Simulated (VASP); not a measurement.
Input of a VASP 6.6.1 run:

INCAR

```
PREC = Accurate
ENCUT = 520
EDIFF = 1E-6
ISMEAR = -1
SIGMA = 0.1
LREAL = False
LASPH = True
NELM = 60
ALGO = Normal
ISIF = 2
LWAVE = False
LCHARG = False
GGA = CA
NBANDS = 11
```

The input KPOINTS:

```
regular mesh
0
Gamma
  10 10 10
```

POSCAR

```
Ba
1.0
    3.7014042949      0.0000000000      0.0000000000
    0.0000000000      3.7014042949      0.0000000000
    0.0000000000      0.0000000000      3.7014042949
Ba
1
Direct
    0.0000000000      0.0000000000      0.0000000000
```

Potentials or basis: VASP PAW LDA potentials, release 64 (Ba_sv).

Command:

```console
$ cat potpaw_LDA.64/Ba_sv/POTCAR > POTCAR
$ mpirun -np 1 vasp_std > vasp.out
```

Question: What does it give for the band gap on the k mesh?

Answer: Zero (bands 5 and 6 overlap by 0.34 eV).

Question: Predict the pressure.

Answer: 0.3 GPa.

Caveat: spin-orbit coupling is left out, which moves the levels of the heavy elements.
